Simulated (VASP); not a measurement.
# MgS (I4/mmm) in VASP: a series of runs

Runs on MgS. Level: HSE06. Tasks: single point.

All numbers are computed with VASP 6.6.1; they aren't measurements. Logs are shortened: lines on timing, memory, paths and dates and some standing lists are left out, and cuts for length are marked.

### Step 1. The cell of the first run

It takes space group I4/mmm (No. 139, tetragonal). Conventional cell: a = 3.588 Å, b = 3.588 Å, c = 5.203 Å, α = 90.00°, β = 90.00°, γ = 90.00°. Mg (site symmetry 4/mmm) has 6 S at 2.54 to 2.60 Å within 3.3 Å. S (site symmetry 4/mmm) has 6 Mg at 2.54 to 2.60 Å within 3.3 Å.

### Step 2. Single point, HSE06 (biaxial xy strain -2.5%)

Contents of POSCAR:

```
MgS
1.0
    0.0000000000      2.5372604440      2.6015179370
    2.5372604440      0.0000000000      2.6015179370
    2.5372604440      2.5372604440      0.0000000000
Mg S
1 1
Direct
    0.0000000000      0.0000000000      0.0000000000
    0.5000000000      0.5000000000      0.5000000000
```

Contents of INCAR.step1:

```
SYSTEM = MgS
PREC = Accurate ; ENCUT = 520
EDIFF = 1E-5 ; ISMEAR = 0
SIGMA = 0.01 ; LREAL = .FALSE.
LASPH = .TRUE. ; NELM = 60
ALGO = Normal ; ISIF = 2
LWAVE = .TRUE. ; LCHARG = .FALSE.
GGA = PE ; NBANDS = 11
```

Contents of INCAR.step2:

```
SYSTEM = MgS
PREC = Accurate ; ENCUT = 520
EDIFF = 1E-6 ; ISMEAR = 0
SIGMA = 0.01 ; LREAL = .FALSE.
LASPH = .TRUE. ; NELM = 60
ALGO = Normal ; ISIF = 2
LWAVE = .FALSE. ; LCHARG = .FALSE.
GGA = PE ; LHFCALC = .TRUE.
HFSCREEN = 0.2079 ; PRECFOCK = Normal
ISTART = 1 ; NBANDS = 11
```

Contents of KPOINTS:

```
Automatic mesh
0
G
  6 6 6
  0 0 0
```

Potentials or basis: VASP PAW PBE potentials, release 64 (Mg, S).

Run with:

```
$ cat potpaw_PBE.64/Mg/POTCAR potpaw_PBE.64/S/POTCAR > POTCAR
$ cp INCAR.step1 INCAR
$ mpirun -np 1 vasp_std > vasp.out
$ cp INCAR.step2 INCAR
$ mpirun -np 1 vasp_std > vasp.out
```

OUTCAR:

```text
SYSTEM = MgS
   PREC = Accurate
   ENCUT = 520
   EDIFF = 1E-6
   ISMEAR = 0
   LREAL = .FALSE.
   LASPH = .TRUE.
   NELM = 60
   ISIF = 2
   GGA = PE
   LHFCALC = .TRUE.
   HFSCREEN = 0.2079
   PRECFOCK = Normal
   ISTART = 1

 ion  position               nearest neighbor table
   1  0.000  0.000  0.000-   2 2.54   2 2.54   2 2.54   2 2.54   2 2.60   2 2.60
   2  0.500  0.500  0.500-   1 2.54   1 2.54   1 2.54   1 2.54   1 2.60   1 2.60

  LATTYP: Found a body centered tetragonal cell.
 ALAT       =     3.5882281312
 C/A-ratio  =     1.4500292857

  Lattice vectors:

 A1 = (  -2.5372604440,   0.0000000000,   2.6015179370)
 A2 = (   2.5372604440,   0.0000000000,   2.6015179370)
 A3 = (   0.0000000000,   2.5372604440,  -2.6015179370)

Analysis of symmetry for initial positions (statically):
=====================================================================
 Subroutine PRICEL returns:
 Original cell was already a primitive cell.

 Routine SETGRP: Setting up the symmetry group for a
 body centered tetragonal supercell.

 Subroutine GETGRP returns: Found 16 space group operations
 (whereof 16 operations were pure point group operations)
 out of a pool of 16 trial point group operations.

The static configuration has the point symmetry D_4h.

Analysis of symmetry for dynamics (positions and initial velocities):
=====================================================================
 Subroutine PRICEL returns:
 Original cell was already a primitive cell.

 Routine SETGRP: Setting up the symmetry group for a
 body centered tetragonal supercell.

 Subroutine GETGRP returns: Found 16 space group operations
 (whereof 16 operations were pure point group operations)
 out of a pool of 16 trial point group operations.

The dynamic configuration has the point symmetry D_4h.

 Subroutine INISYM returns: Found 16 space group operations
 (whereof 16 operations are pure point group operations),
 and found     1 'primitive' translations

----------------------------------------------------------------------------------------

                                     Primitive cell

  volume of cell :      33.4955

  direct lattice vectors                    reciprocal lattice vectors
     0.000000000  2.537260444  2.601517937    -0.197062939  0.197062939  0.192195484
     2.537260444  0.000000000  2.601517937     0.197062939 -0.197062939  0.192195484
     2.537260444  2.537260444  0.000000000     0.197062939  0.197062939 -0.192195484

  length of vectors
     3.633949110  3.633949110  3.588228131     0.338536125  0.338536125  0.338536125

  position of ions in fractional coordinates (direct lattice)
     0.000000000  0.000000000  0.000000000
     0.500000000  0.500000000  0.500000000

  ion indices of the primitive-cell ions
   primitive index   ion index
                 1           1
                 2           2

----------------------------------------------------------------------------------------

 KPOINTS: Automatic mesh

Automatic generation of k-mesh.
 Grid dimensions read from file:
 generate k-points for:    6    6    6

 Generating k-lattice:

  Cartesian coordinates                     Fractional coordinates (reciprocal lattice)
    -0.032843823  0.032843823  0.032032581     0.166666667  0.000000000  0.000000000
     0.032843823 -0.032843823  0.032032581     0.000000000  0.166666667  0.000000000
     0.032843823  0.032843823 -0.032032581     0.000000000  0.000000000  0.166666667

  Length of vectors
     0.056422688  0.056422688  0.056422688

  Shift w.r.t. Gamma in fractional coordinates (k-lattice)
     0.000000000  0.000000000  0.000000000

 Subroutine IBZKPT returns following result:
 ===========================================

 Found     30 irreducible k-points:

 Following reciprocal coordinates:
            Coordinates               Weight
  0.000000  0.000000  0.000000      1.000000
  0.166667  0.000000  0.000000      8.000000
  0.333333  0.000000  0.000000      8.000000
  0.500000  0.000000  0.000000      4.000000
  0.166667  0.166667  0.000000      2.000000
  0.333333  0.166667  0.000000      8.000000
[... 16 lines left out ...]
  0.333333  0.000000  0.333333      4.000000
  0.500000  0.000000  0.333333     16.000000
 [... further k-points ...]
   k-points           NKPTS =     30   k-points in BZ     NKDIM =    216   number of bands    NBANDS=     11
   number of dos      NEDOS =    301   number of ions     NIONS =      2
   total plane-waves  NPLWV =  21952
   dimension x,y,z NGX =    28 NGY =   28 NGZ =   28
   dimension x,y,z NGXF=    56 NGYF=   56 NGZF=   56
   ions per type =               1   1
   NGX,Y,Z   is equivalent  to a cutoff of  12.81, 12.81, 12.97 a.u.
   NGXF,Y,Z  is equivalent  to a cutoff of  25.62, 25.62, 25.95 a.u.
 SYSTEM =  MgS
   PREC   = accura    normal or accurate (medium, high low for compatibility)
   ISTART =      1    job   : 0-new  1-cont  2-samecut
   ICHARG =      0    charge: 1-file 2-atom 10-const
   ISPIN  =      1    spin polarized calculation?
   LNONCOLLINEAR =      F non collinear calculations
   LSORBIT =      F    spin-orbit coupling
   LASPH  =      T    aspherical Exc in radial PAW
   ENCUT  =  520.0 eV  38.22 Ry    6.18 a.u.   6.76  6.76  6.67*2*pi/ulx,y,z
   NELM   =     60;   NELMIN=  2; NELMDL=  0     # of ELM steps
   EDIFF  = 0.1E-05   stopping-criterion for ELM
   LREAL  =      F    real-space projection
   EDIFFG = 0.1E-04   stopping-criterion for IOM
   NSW    =      0    number of steps for IOM
   IBRION =     -1    ionic relax: 0-MD 1-quasi-New 2-CG
   NFREE  =      0    steps in history (QN), initial steepest desc. (CG)
   ISIF   =      2    stress and relaxation
   ISYM   =      3    0-nonsym 1-usesym 2-fastsym
   POTIM  = 0.5000    time-step for ionic-motion
   TEBEG  =    0.0;   TEEND  =   0.0 temperature during run
   PSTRESS=    0.0 pullay stress
   NELECT =       8.0000    total number of electrons
   NUPDOWN=      -1.0000    fix difference up-down
   EMIN   =  10.00;   EMAX   =-10.00  energy-range for DOS
   EFERMI =   0.00;   METHOD = LEGACY
   ISMEAR =     0;   SIGMA  =   0.01  broadening in eV -4-tet -1-fermi 0-gaus
   EFERMI_NEDOS =   21; number of points for ismear=-14 and -15
   IALGO  =     38    algorithm
   IMIX   =      1    mixing-type and parameters
     AMIX     =   0.40;   BMIX     =  1.00
     AMIX_MAG =   1.60;   BMIX_MAG =  1.00
  volume/ion in A,a.u.               =      16.75       113.02
  Fermi-wavevector in a.u.,A,eV,Ry     =   1.015724  1.919441 14.037075  1.031696
  Thomas-Fermi vector in A             =   2.149027
   LORBIT       =      0    0 simple, 1 ext, 2 COOP (PROOUT), +10 PAW based schemes
   GGA     = PE    functional components
   LHFCALC =     T    Hartree Fock is set to
   PRECFOCK=normal    Normal, Fast or Accurate (Low or Medium for compatibility)
   ENCUT4O =  -1.0   cutoff for four orbital integrals eV
   NKREDX  =     1    reduce k-point grid by
   NKREDY  =     1    reduce k-point grid by
   NKREDZ  =     1    reduce k-point grid by
   AEXX    =    0.2500 exact exchange contribution
   HFSCREEN=    0.2079 screening length (either q_TF or 0.3 A-1)
   HFSCREENC=   0.2079 screening length for correlation (either q_TF or 0.3 A-1)
   ENCUTFOCK=  -1.0 apply spherical cutoff to Coloumb kernel
   IVDW    =     0    specifies the selected vdW correction
   LEPSILON=     F    determine dielectric tensor
   LRPA    =     F    only Hartree local field effects (RPA)
 non-spin polarized calculation
 Gauss-broadening in eV      SIGMA  =   0.01
  energy-cutoff  :      520.00
  volume of cell :       33.50
 maximum number of plane-waves:       922
  NGX = 24; NGY = 24; NGZ = 24

 number of electron       7.9999999 magnetization

 Free energy of the ion-electron system (eV)
  ---------------------------------------------------
  ext. energy  EPLUGINS =         0.00000000
  ---------------------------------------------------
  free energy    TOTEN  =        -9.86622948 eV

  energy without entropy =       -9.86622948  energy(sigma->0) =       -9.86622948

 E-fermi :   3.6784     XC(G=0):  -8.2116

 val. band max:        3.5962065754   @ k =   0.0000   0.0000   0.0000
 cond. band min:       7.3460814937   @ k =   0.5000   0.0000   0.5000
 fundamental gap:      3.7498749183
 Fermi energy:         3.6783710297

 k-point     1 :       0.0000    0.0000    0.0000
  band No.  band energies     occupation
      1     -10.7621      2.00000
      2       3.4803      2.00000
      3       3.4803      2.00000
      4       3.5962      2.00000
      5       8.7532      0.00000
      6      12.4165      0.00000
      7      12.6935      0.00000
      8      12.6935      0.00000
      9      15.0823      0.00000
     10      15.4694      0.00000
     11      17.3948      0.00000

 k-point     2 :       0.1667    0.0000    0.0000
  band No.  band energies     occupation
      1     -10.4494      2.00000
      2       1.7190      2.00000
      3       3.3018      2.00000
      4       3.3317      2.00000
      5       9.7759      0.00000
      6      12.4444      0.00000
      7      12.8099      0.00000
      8      13.0764      0.00000
      9      14.4713      0.00000
     10      14.6644      0.00000
     11      17.7440      0.00000

 k-point     3 :       0.3333    0.0000    0.0000
  band No.  band energies     occupation
      1      -9.6857      2.00000
      2      -0.8651      2.00000
      3       2.9374      2.00000
      4       2.9903      2.00000
      5       9.4452      0.00000
      6      11.9489      0.00000
      7      12.2574      0.00000
      8      14.7740      0.00000
      9      16.5275      0.00000
     10      16.5558      0.00000
     11      16.7503      0.00000

 k-point     4 :       0.5000    0.0000    0.0000
  band No.  band energies     occupation
      1      -9.1881      2.00000
      2      -2.0475      2.00000
      3       2.7646      2.00000
      4       2.8522      2.00000
      5       9.1454      0.00000
      6      11.5115      0.00000
      7      11.7931      0.00000
      8      15.6793      0.00000
      9      17.3744      0.00000
     10      19.5763      0.00000
     11      19.8173      0.00000

 k-point     5 :       0.1667    0.1667    0.0000
  band No.  band energies     occupation
      1     -10.3644      2.00000
      2       1.9113      2.00000
      3       2.9026      2.00000
      4       2.9026      2.00000
      5      10.3945      0.00000
      6      10.9627      0.00000
      7      12.6117      0.00000
      8      13.9997      0.00000
      9      13.9997      0.00000
     10      15.9431      0.00000
     11      19.7857      0.00000
[... 211 lines left out ...]
 k-point    21 :      -0.1667    0.3333    0.1667
  band No.  band energies     occupation
      1      -9.1413      2.00000
      2      -0.7757      2.00000
      3       1.0076      2.00000
      4       2.0685      2.00000
      5      10.1118      0.00000
      6      11.2108      0.00000
      7      12.3182      0.00000
      8      15.0702      0.00000
      9      16.5853      0.00000
     10      20.4231      0.00000
     11      21.0107      0.00000

 k-point    22 :      -0.3333    0.5000    0.1667
  band No.  band energies     occupation
      1      -8.7359      2.00000
      2      -0.8606      2.00000
      3       0.5667      2.00000
      4       1.0011      2.00000
      5       9.3148      0.00000
      6      10.8766      0.00000
      7      14.2638      0.00000
      8      14.8510      0.00000
      9      19.5259      0.00000
     10      20.5142      0.00000
     11      20.9765      0.00000

 k-point    23 :       0.3333    0.0000    0.3333
  band No.  band energies     occupation
      1      -9.3303      2.00000
      2      -0.3790      2.00000
      3       1.7949      2.00000
      4       2.0223      2.00000
      5       8.5846      0.00000
      6       9.2941      0.00000
      7      15.1555      0.00000
      8      16.3723      0.00000
      9      16.8035      0.00000
     10      17.0629      0.00000
     11      22.4758      0.00000

 k-point    24 :       0.5000    0.0000    0.3333
  band No.  band energies     occupation
      1      -8.8404      2.00000
      2      -1.0166      2.00000
      3       0.8262      2.00000
      4       1.7837      2.00000
      5       8.2779      0.00000
      6      10.1126      0.00000
      7      15.1553      0.00000
      8      15.4968      0.00000
      9      18.4254      0.00000
     10      19.9856      0.00000
     11      21.5158      0.00000

 [... further k-points ...]
[... 5 lines left out ...]
  --------------------------------------------------------------------------------------
  -------------------------------------------------------------------------------------
  Total        1.0085327      1.0085327      0.3250004      0.0000000      0.0000000      0.0000000
  in kB       48.2407042     48.2407042     15.5456002      0.0000000      0.0000000      0.0000000
  external PRESSURE =      37.3423362 kB  Pullay stress =       0.0000000 kB

 VOLUME and BASIS-vectors are now :
 -----------------------------------------------------------------------------
  energy-cutoff  :      520.00
  volume of cell :       33.50
      direct lattice vectors                 reciprocal lattice vectors
     0.000000000  2.537260444  2.601517937    -0.197062939  0.197062939  0.192195484
     2.537260444  0.000000000  2.601517937     0.197062939 -0.197062939  0.192195484
     2.537260444  2.537260444  0.000000000     0.197062939  0.197062939 -0.192195484

 POSITION                                       TOTAL-FORCE (eV/Angst)
 -----------------------------------------------------------------------------------
      0.00000      0.00000      0.00000        -0.000000      0.000000      0.000000
      2.53726      2.53726      2.60152         0.000000     -0.000000     -0.000000
 -----------------------------------------------------------------------------------
    total drift:                                0.000000      0.000000     -0.000001

  FREE ENERGIE OF THE ION-ELECTRON SYSTEM (eV)
  ---------------------------------------------------
  free  energy   TOTEN  =        -9.8662294778 eV

  energy  without entropy=       -9.8662294778  energy(sigma->0) =       -9.86622948
```

It took 26 min on 1 thread of Intel Xeon Platinum 8259CL at 2.50GHz (Skylake/Cascade Lake), shared host; peak memory 0.28 GiB.

What came out:

| Item | Value |
| --- | --- |
| Free energy | -9.8662 eV |
| Pressure | 3.7 GPa |
| Band gap on the k mesh | 3.75 eV (least direct gap 5.16 eV) |

Levels at points of the mesh, in eV from the valence-band top:
```csv
k point,band 1,band 2,band 3,band 4,band 5,band 6,band 7,band 8
"(0.00, 0.00, 0.00)",-14.36,-0.12,-0.12,0.00,5.16,8.82,9.10,9.10
"(0.50, 0.00, 0.00)",-12.78,-5.64,-0.83,-0.74,5.55,7.92,8.20,12.08
"(0.50, 0.50, 0.00)",-12.40,-4.99,-1.96,-1.96,3.91,5.17,13.81,14.39
"(0.50, 0.00, 0.50)",-12.29,-4.95,-2.21,-1.97,3.75,5.08,14.06,14.43
```

Caveat: the cell differs from its parent crystal (biaxial xy strain -2.5%); the cell stands under pressure; the PAW data sets were made with another functional, which shifts forces and pressure a little.

### Step 3. Single point, HSE06 (uniaxial z strain +0.3%)

Contents of POSCAR:

```
MgS
1.0
    0.0000000000      2.6015179370      2.6098427944
    2.6015179370      0.0000000000      2.6098427944
    2.6015179370      2.6015179370      0.0000000000
Mg S
1 1
Direct
    0.0000000000      0.0000000000      0.0000000000
    0.5000000000      0.5000000000      0.5000000000
```

Contents of INCAR.step1:

```
PREC = Accurate
ENCUT = 520
EDIFF = 1E-5
ISMEAR = 0
SIGMA = 0.01
LREAL = F
LASPH = T
NELM = 80
ALGO = Normal
ISIF = 2
LWAVE = T
LCHARG = F
NBANDS = 11
GGA = PE
```

Contents of INCAR.step2:

```
PREC = Accurate
ENCUT = 520
EDIFF = 1E-7
ISMEAR = 0
SIGMA = 0.01
LREAL = F
LASPH = T
NELM = 80
ALGO = Normal
ISIF = 2
LWAVE = F
LCHARG = F
GGA = PE
LHFCALC = T
HFSCREEN = 0.2079
PRECFOCK = Normal
NBANDS = 11
ISTART = 1
```

Contents of KPOINTS:

```
Automatic mesh
0
Gamma
  6 6 6
```

Potentials or basis: VASP PAW PBE potentials, release 64 (Mg, S).

Run with:

```
$ cat potpaw_PBE.64/Mg/POTCAR potpaw_PBE.64/S/POTCAR > POTCAR
$ cp INCAR.step1 INCAR
$ mpirun -np 1 vasp_std > vasp.out
$ cp INCAR.step2 INCAR
$ mpirun -np 1 vasp_std > vasp.out
```

OUTCAR:

```text
PREC = Accurate
   ENCUT = 520
   EDIFF = 1E-7
   ISMEAR = 0
   LREAL = F
   LASPH = T
   NELM = 80
   ISIF = 2
   GGA = PE
   LHFCALC = T
   HFSCREEN = 0.2079
   PRECFOCK = Normal
   ISTART = 1

 ion  position               nearest neighbor table
   1  0.000  0.000  0.000-   2 2.60   2 2.60   2 2.60   2 2.60   2 2.61   2 2.61
   2  0.500  0.500  0.500-   1 2.60   1 2.60   1 2.60   1 2.60   1 2.61   1 2.61

  LATTYP: Found a body centered tetragonal cell.
[... 525 lines left out ...]
      4       1.4460      2.00000
      5       7.7241      0.00000
      6       9.7002      0.00000
      7      14.4119      0.00000
      8      14.6761      0.00000
      9      17.3699      0.00000
     10      19.3264      0.00000
     11      20.6252      0.00000

 [... further k-points ...]
[... 5 lines left out ...]
  --------------------------------------------------------------------------------------
  -------------------------------------------------------------------------------------
  Total       -0.1877320     -0.1877320     -0.2580427      0.0000000      0.0000000      0.0000000
  in kB       -8.5143404     -8.5143404    -11.7031895      0.0000000      0.0000000      0.0000000
  external PRESSURE =      -9.5772901 kB  Pullay stress =       0.0000000 kB

 VOLUME and BASIS-vectors are now :
 -----------------------------------------------------------------------------
  energy-cutoff  :      520.00
  volume of cell :       35.33
      direct lattice vectors                 reciprocal lattice vectors
     0.000000000  2.601517937  2.609842794    -0.192195484  0.192195484  0.191582421
     2.601517937  0.000000000  2.609842794     0.192195484 -0.192195484  0.191582421
     2.601517937  2.601517937  0.000000000     0.192195484  0.192195484 -0.191582421

 POSITION                                       TOTAL-FORCE (eV/Angst)
 -----------------------------------------------------------------------------------
      0.00000      0.00000      0.00000         0.000000      0.000000      0.000000
      2.60152      2.60152      2.60984         0.000000      0.000000     -0.000000
 -----------------------------------------------------------------------------------
    total drift:                               -0.000091     -0.000168     -0.000611

  FREE ENERGIE OF THE ION-ELECTRON SYSTEM (eV)
  ---------------------------------------------------
  free  energy   TOTEN  =        -9.8863423219 eV

  energy  without entropy=       -9.8863423219  energy(sigma->0) =       -9.88634232
```

OUTCAR.step1:

```text
PREC = Accurate
   ENCUT = 520
   EDIFF = 1E-5
   ISMEAR = 0
   LREAL = F
   LASPH = T
[... 557 lines left out ...]
 -----------------------------------------------------------------------------------
      0.00000      0.00000      0.00000         0.000000     -0.000000      0.000000
      2.60152      2.60152      2.60984        -0.000000      0.000000      0.000000
 -----------------------------------------------------------------------------------
    total drift:                                0.000000      0.000000      0.000000

  FREE ENERGIE OF THE ION-ELECTRON SYSTEM (eV)
  ---------------------------------------------------
  free  energy   TOTEN  =        -8.4996774633 eV

  energy  without entropy=       -8.4996774633  energy(sigma->0) =       -8.49967746
```

Wall time 50 min (1 thread of Intel Xeon 8259CL, shared host); peak memory 0.29 GiB.

What came out:

```yaml
Free_energy: -9.8863 eV
Pressure: -1.0 GPa
Band_gap_on_the_k_mesh: 3.73 eV (least direct gap 4.76 eV)
```

Caveat: the cell differs from its parent crystal (uniaxial z strain +0.3%); the PAW data sets were made with another functional, which shifts forces and pressure a little. A k mesh can miss the band edges.
